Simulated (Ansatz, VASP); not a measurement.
Two plane-wave programs on NaH

```
CELL_PARAMETERS angstrom
-3.36858 0.00017 -0.00068
-0.00019 5.84142 0.01087
1.68217 -0.99043 -8.68238
ATOMIC_POSITIONS crystal
Na 0.25050 0.74960 0.49992
Na 0.75085 0.24961 0.50007
Na 0.08004 0.69442 0.16118
Na 0.58032 0.19443 0.16135
Na 0.41903 0.80598 0.83870
Na 0.91934 0.30595 0.83877
H 0.49966 0.50016 0.00002
H 0.99972 0.00021 0.00000
H 0.83468 0.61137 0.66943
H 0.33487 0.11131 0.66942
H 0.66539 0.88846 0.33052
H 0.16559 0.38849 0.33063
```

Change from the starting cell: cell x2, atoms moved at random (sigma 0.05 Å) and cell strained at random (1.5 %), then relaxed without symmetry.

Alike in both runs: functional PBE; k mesh 4 × 2 × 4; occupations gaussian, width 0.1 eV; no spin polarisation.

Ansatz relaxed the structure, and its values are those at the end. VASP's run is a single point on that final structure, the one shown.

```csv
,VASP,Ansatz
version,VASP 6.6.1,Ansatz 0.2.0
potentials or method,"VASP PAW PBE potentials, release 64 (Na_pv, H), cutoff 520 eV","scalar-relativistic, plane waves, PAW"
valence electrons in the cell,48,60
```

VASP gave:

```
gap on the k mesh at the Fermi level (eV) : 3.47
least direct gap on the mesh (eV)         : 3.67
pressure (GPa)                            : 0.0
```

Estimate Ansatz's values.

gap on the k mesh at the Fermi level (eV): 3.47; least direct gap on the mesh (eV): 3.68; pressure (GPa): 0.0.

The functional is the same, so the differences come from potentials, cutoffs and numerics. VASP's potentials hold 48 valence electrons a cell and Ansatz's 60, so a difference there can come from the potentials and not from the codes.

The k mesh is coarse, so the values compare programs but aren't converged.
